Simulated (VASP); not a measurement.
# C6N in VASP: single point with PBE+D3(BJ)

Aim: the single point of C6N with PBE+D3(BJ).

All numbers are computed with VASP 6.6.1; they aren't measurements. Logs are shortened: lines on timing, memory, paths and dates and some standing lists are left out, and cuts for length are marked.

## 1. The cell of the first run

The cell holds a slab with vacuum, 7 atoms: a = 2.466 Å, b = 2.465 Å, c = 25.784 Å, α = 90.00°, β = 90.00°, γ = 120.01°.

## 2. Single point, PBE+D3(BJ), collinear spin, ferromagnetic start

INCAR

```
SYSTEM = C6N
ALGO = Normal ; DIPOL = 0.5 0.5 0.486
EDIFF = 1E-6 ; ENCUT = 520
GGA = PE ; IDIPOL = 3
ISIF = 2 ; ISMEAR = 0
ISPIN = 2 ; IVDW = 12
LASPH = .True. ; LCHARG = .False.
LDIPOL = .True. ; LORBIT = 11
LREAL = .False. ; LWAVE = .False.
MAGMOM = 0 0 0 0 0 0 3 ; NBANDS = 28
NELM = 150 ; PREC = Accurate
SIGMA = 0.05
```

KPOINTS

```
k-points
0
Gamma
  12 12 1
  0 0 0
```

POSCAR

```
C6N
1.0
    2.4656258796      0.0000000000      0.0000000000
   -1.2328129398      2.1341717713      0.0000000000
    0.0000000000      0.0000000000     25.7842703304
C N
6 1
Direct
    0.6666996624      0.3333993247      0.3296583495
    0.3333003376      0.6666006753      0.3296583495
    0.0773114533      0.1828784136      0.4608351474
    0.7439866816      0.5163037186      0.4610327699
    0.6821356378      0.4785854225      0.5794989678
    0.3484815287      0.8114075901      0.5919639275
    0.3452430269      0.8062988320      0.6483082748
```

Potentials or basis: VASP PAW PBE potentials, release 64 (C, N).

On the command line:

```
$ cat potpaw_PBE.64/C/POTCAR potpaw_PBE.64/N/POTCAR > POTCAR
$ mpirun -np 1 vasp_std > vasp.out
```

OUTCAR:

```text
SYSTEM = C6N
   EDIFF = 1E-6
   ENCUT = 520
   GGA = PE
   ISIF = 2
   ISMEAR = 0
   ISPIN = 2
   IVDW = 12
   LASPH = .True.
   LORBIT = 11
   LREAL = .False.
   NELM = 150
   PREC = Accurate
 IVDW          = 12

 ion  position               nearest neighbor table
   1  0.667  0.333  0.330-   2 1.42   2 1.42   2 1.42
   2  0.333  0.667  0.330-   1 1.42   1 1.42   1 1.42
   3  0.077  0.183  0.461-   4 1.42   4 1.42   4 1.42
   4  0.744  0.516  0.461-   3 1.42   3 1.42   3 1.42
   5  0.682  0.479  0.579-   6 1.46   6 1.46   6 1.46
   6  0.348  0.811  0.592-   7 1.45   5 1.46   5 1.46   5 1.46
   7  0.345  0.806  0.648-   6 1.45

  Warning from LATTYP: Monoclinic adjustment (A1->A3, A2->A1, A3->A2)!
  LATTYP: Found a base centered orthorhombic cell.
 ALAT       =     2.4656258796
 B/A-ratio  =     1.7311399827
 C/A-ratio  =    10.4574950092

  Lattice vectors:

 A1 = (   1.2328129398,  -2.1341717713,   0.0000000000)
 A2 = (   1.2328129398,   2.1341717713,   0.0000000000)
 A3 = (   0.0000000000,   0.0000000000,  25.7842703304)

Analysis of symmetry for initial positions (statically):
=====================================================================
 Subroutine PRICEL returns:
 Original cell was already a primitive cell.

 Routine SETGRP: Setting up the symmetry group for a
 base centered orthorhombic supercell.

 Subroutine GETGRP returns: Found  1 space group operations
 (whereof  1 operations were pure point group operations)
 out of a pool of  8 trial point group operations.

The static configuration has the point symmetry C_1 .

Analysis of symmetry for dynamics (positions and initial velocities):
=====================================================================
 Subroutine PRICEL returns:
 Original cell was already a primitive cell.

 Routine SETGRP: Setting up the symmetry group for a
 base centered orthorhombic supercell.

 Subroutine GETGRP returns: Found  1 space group operations
 (whereof  1 operations were pure point group operations)
 out of a pool of  8 trial point group operations.

The dynamic configuration has the point symmetry C_1 .

Analysis of structural, dynamic, and magnetic symmetry:
=====================================================================
 Subroutine PRICEL returns:
 Original cell was already a primitive cell.

 Routine SETGRP: Setting up the symmetry group for a
 base centered orthorhombic supercell.

 Subroutine GETGRP returns: Found  1 space group operations
 (whereof  1 operations were pure point group operations)
 out of a pool of  8 trial point group operations.

The overall configuration has the point symmetry C_1 .

 Subroutine INISYM returns: Found  1 space group operations
 (whereof  1 operations are pure point group operations),
 and found     1 'primitive' translations

----------------------------------------------------------------------------------------

                                     Primitive cell

  volume of cell :     135.6786

  direct lattice vectors                    reciprocal lattice vectors
     2.465625880  0.000000000  0.000000000     0.405576535  0.234282923  0.000000000
    -1.232812940  2.134171771  0.000000000     0.000000000  0.468565845  0.000000000
     0.000000000  0.000000000 25.784270330     0.000000000  0.000000000  0.038783335

  length of vectors
     2.465625880  2.464653504 25.784270330     0.468381056  0.468565845  0.038783335

  position of ions in fractional coordinates (direct lattice)
     0.666699662  0.333399325  0.329658350
     0.333300338  0.666600675  0.329658350
     0.077311453  0.182878414  0.460835147
     0.743986682  0.516303719  0.461032770
     0.682135638  0.478585422  0.579498968
     0.348481529  0.811407590  0.591963927
     0.345243027  0.806298832  0.648308275

  ion indices of the primitive-cell ions
   primitive index   ion index
                 1           1
                 2           2
                 3           3
                 4           4
                 5           5
                 6           6
                 7           7

----------------------------------------------------------------------------------------

 KPOINTS: k-points

Automatic generation of k-mesh.
 Grid dimensions read from file:
 generate k-points for:   12   12    1

 Generating k-lattice:

  Cartesian coordinates                     Fractional coordinates (reciprocal lattice)
     0.033798045  0.019523577  0.000000000     0.083333333  0.000000000  0.000000000
     0.000000000  0.039047154  0.000000000     0.000000000  0.083333333  0.000000000
     0.000000000  0.000000000  0.038783335     0.000000000  0.000000000  1.000000000

  Length of vectors
     0.039031755  0.039047154  0.038783335

  Shift w.r.t. Gamma in fractional coordinates (k-lattice)
     0.000000000  0.000000000  0.000000000

 Subroutine IBZKPT returns following result:
 ===========================================

 Found     74 irreducible k-points:

 Following reciprocal coordinates:
            Coordinates               Weight
  0.000000  0.000000  0.000000      1.000000
  0.083333  0.000000  0.000000      2.000000
  0.083333 -0.083333  0.000000      2.000000
  0.166667  0.000000  0.000000      2.000000
  0.166667 -0.166667  0.000000      2.000000
  0.250000  0.000000  0.000000      2.000000
[... 16 lines left out ...]
  0.416667  0.083333  0.000000      2.000000
  0.416667  0.500000  0.000000      2.000000
 [... further k-points ...]
   k-points           NKPTS =     74   k-points in BZ     NKDIM =     74   number of bands    NBANDS=     28
   number of dos      NEDOS =    301   number of ions     NIONS =      7
   total plane-waves  NPLWV =  62208
   dimension x,y,z NGX =    18 NGY =   18 NGZ =  192
   dimension x,y,z NGXF=    36 NGYF=   36 NGZF=  384
   ions per type =               6   1
   NGX,Y,Z   is equivalent  to a cutoff of  12.14, 12.14, 12.38 a.u.
   NGXF,Y,Z  is equivalent  to a cutoff of  24.27, 24.28, 24.76 a.u.
 SYSTEM =  C6N
   PREC   = accura    normal or accurate (medium, high low for compatibility)
   ISTART =      0    job   : 0-new  1-cont  2-samecut
   ICHARG =      2    charge: 1-file 2-atom 10-const
   ISPIN  =      2    spin polarized calculation?
   LNONCOLLINEAR =      F non collinear calculations
   LSORBIT =      F    spin-orbit coupling
   LASPH  =      T    aspherical Exc in radial PAW
   ENCUT  =  520.0 eV  38.22 Ry    6.18 a.u.   4.58  4.58 47.94*2*pi/ulx,y,z
   NELM   =    150;   NELMIN=  2; NELMDL= -5     # of ELM steps
   EDIFF  = 0.1E-05   stopping-criterion for ELM
   LREAL  =      F    real-space projection
   EDIFFG = 0.1E-04   stopping-criterion for IOM
   NSW    =      0    number of steps for IOM
   IBRION =     -1    ionic relax: 0-MD 1-quasi-New 2-CG
   NFREE  =      0    steps in history (QN), initial steepest desc. (CG)
   ISIF   =      2    stress and relaxation
   ISYM   =      2    0-nonsym 1-usesym 2-fastsym
   POTIM  = 0.5000    time-step for ionic-motion
   TEBEG  =    0.0;   TEEND  =   0.0 temperature during run
   PSTRESS=    0.0 pullay stress
   NELECT =      29.0000    total number of electrons
   NUPDOWN=      -1.0000    fix difference up-down
   EMIN   =  10.00;   EMAX   =-10.00  energy-range for DOS
   EFERMI =   0.00;   METHOD = LEGACY
   ISMEAR =     0;   SIGMA  =   0.05  broadening in eV -4-tet -1-fermi 0-gaus
   EFERMI_NEDOS =   21; number of points for ismear=-14 and -15
   IALGO  =     38    algorithm
   IMIX   =      4    mixing-type and parameters
     AMIX     =   0.40;   BMIX     =  1.00
     AMIX_MAG =   1.60;   BMIX_MAG =  1.00
  volume/ion in A,a.u.               =      19.38       130.80
  Fermi-wavevector in a.u.,A,eV,Ry     =   0.978822  1.849705 13.035639  0.958092
  Thomas-Fermi vector in A             =   2.109627
   LORBIT       =     11    0 simple, 1 ext, 2 COOP (PROOUT), +10 PAW based schemes
   GGA     = PE    functional components
   LHFCALC =     F    Hartree Fock is set to
   AEXX    =    0.0000 exact exchange contribution
   IVDW    =    12    specifies the selected vdW correction
   LEPSILON=     F    determine dielectric tensor
   LRPA    =     F    only Hartree local field effects (RPA)
 spin polarized calculation
 Gauss-broadening in eV      SIGMA  =   0.05
  energy-cutoff  :      520.00
  volume of cell :      135.68
 maximum number of plane-waves:      3704
   NGX =  9   NGY =  9   NGZ = 95

 dipolmoment           0.000000      0.000000     -0.085407 electrons x Angstroem

 number of electron      28.9999999 magnetization       0.0931439

 dipolmoment           0.000000      0.000000      0.076363 electrons x Angstroem

 Free energy of the ion-electron system (eV)
  ---------------------------------------------------
  ext. energy  EPLUGINS =         0.00000000
  ---------------------------------------------------
  free energy    TOTEN  =       -58.69081081 eV

  energy without entropy =      -58.68929765  energy(sigma->0) =      -58.69005423

 E-fermi :  -0.9081     XC(G=0):  -5.0025

 val. band max:       -0.9352316526   @ k =   0.5000   0.0000   0.0000
 cond. band min:      -0.8975805488   @ k =   0.4167   0.0000   0.0000
 fundamental gap:      0.0376511038
 Fermi energy:        -0.9081469602

 spin component 1

 k-point     1 :       0.0000    0.0000    0.0000
  band No.  band energies     occupation
      1     -23.0108      1.00000
      2     -20.7327      1.00000
      3     -20.4691      1.00000
      4     -16.6526      1.00000
      5      -9.3484      1.00000
      6      -8.5735      1.00000
[... 18 lines left out ...]
     25       7.1512      0.00000
     26       7.3093      0.00000
[... 644 lines left out ...]
      4     -15.2955      1.00000
      5     -13.7664      1.00000
      6     -13.5338      1.00000
[... 18 lines left out ...]
     25      11.2434      0.00000
     26      11.5309      0.00000

 [... further k-points ...]

 spin component 2

 k-point     1 :       0.0000    0.0000    0.0000
  band No.  band energies     occupation
      1     -22.9754      1.00000
      2     -20.7315      1.00000
      3     -20.4688      1.00000
      4     -16.6048      1.00000
      5      -9.3324      1.00000
      6      -8.5424      1.00000
[... 18 lines left out ...]
     25       7.1519      0.00000
     26       7.2845      0.00000
[... 644 lines left out ...]
      4     -15.2445      1.00000
      5     -13.7653      1.00000
      6     -13.5335      1.00000
[... 18 lines left out ...]
     25      11.1469      0.00000
     26      11.5324      0.00000

 [... further k-points ...]

 [bands above 26 left out]

------------------------ aborting loop because EDIFF is reached ----------------------------------------

 vacuum level on the upper side and lower side of the slab       (xc-potential included)         1.249        -1.340

 Edisp (eV)   -0.94526

 E8    (eV) :    -0.2743

  FORCE on cell =-STRESS in cart. coord.  units (eV):
  Direction    XX          YY          ZZ          XY          YZ          ZX
  --------------------------------------------------------------------------------------
  -------------------------------------------------------------------------------------
  Total       2.90141     2.60847     0.17193     0.05517     0.03154     0.00144
  in kB      34.26167    30.80248     2.03027     0.65148     0.37246     0.01703
  external pressure =       22.36 kB  Pullay stress =        0.00 kB

 VOLUME and BASIS-vectors are now :
 -----------------------------------------------------------------------------
  energy-cutoff  :      520.00
  volume of cell :      135.68
      direct lattice vectors                 reciprocal lattice vectors
     2.465625880  0.000000000  0.000000000     0.405576535  0.234282923  0.000000000
    -1.232812940  2.134171771  0.000000000     0.000000000  0.468565845  0.000000000
     0.000000000  0.000000000 25.784270330     0.000000000  0.000000000  0.038783335

 POSITION                                       TOTAL-FORCE (eV/Angst)
 -----------------------------------------------------------------------------------
      1.23281      0.71153      8.50000        -0.009979     -0.113793      0.002865
     -0.00000      1.42264      8.50000         0.008389      0.116717     -0.004487
     -0.03483      0.39029     11.88230         0.001834     -0.015614      0.013513
      1.19789      1.10188     11.88739        -0.000234      0.010597     -0.010816
      1.09188      1.02138     14.94196         0.005251     -0.026680     -0.067368
     -0.14109      1.73168     15.26336        -0.004050      0.010654     -0.068282
     -0.14278      1.72078     16.71616        -0.001211      0.018119      0.134575
 -----------------------------------------------------------------------------------
    total drift:                                0.000146     -0.000394     -0.000138

  FREE ENERGIE OF THE ION-ELECTRON SYSTEM (eV)
  ---------------------------------------------------
  free  energy   TOTEN  =       -59.6360694523 eV

  energy  without entropy=      -59.6345562990  energy(sigma->0) =      -59.63531288

 vacuum level on the upper side and lower side of the slab         5.991         3.337

 total charge

# of ion       s       p       d       tot
------------------------------------------
    1        0.863   1.787   0.000   2.650
    2        0.863   1.790   0.000   2.652
    3        0.863   1.789   0.000   2.652
    4        0.864   1.785   0.000   2.649
    5        0.889   1.697   0.000   2.586
    6        0.850   1.823   0.000   2.673
    7        1.385   2.073   0.000   3.458
--------------------------------------------------
tot          6.577  12.743   0.000  19.321

 magnetization (x)

# of ion       s       p       d       tot
------------------------------------------
    1        0.000   0.001   0.000   0.001
    2       -0.000  -0.001   0.000  -0.001
    3        0.000   0.002   0.000   0.002
    4       -0.000  -0.001   0.000  -0.001
    5        0.003   0.038   0.000   0.040
    6       -0.001  -0.002   0.000  -0.003
    7        0.000   0.021   0.000   0.022
--------------------------------------------------
tot          0.002   0.058   0.000   0.060
```

Run time: 12 min. Hardware: 1 thread of Intel Xeon 6975P-C (Granite Rapids), shared host; peak memory 0.56 GiB.

What came out:

* Free energy: -59.6361 eV
* Largest force: 0.136 eV/Å
* Net moment: 0.09 μB per cell
* Site moments: C +0.00, -0.00, +0.04 (each value once); N +0.02 μB
* Valence electrons inside the program's atomic spheres: C 2.65, 2.59, 2.67 (each value once); N 3.46
* Dispersion energy per atom: -0.135 eV

Forces in eV/Å, atoms in the order of the input:
```
C   -0.010 -0.114  0.003
C    0.008  0.117 -0.004
C    0.002 -0.016  0.014
C    0.000  0.011 -0.011
C    0.005 -0.027 -0.067
C   -0.004  0.011 -0.068
N   -0.001  0.018  0.135
```
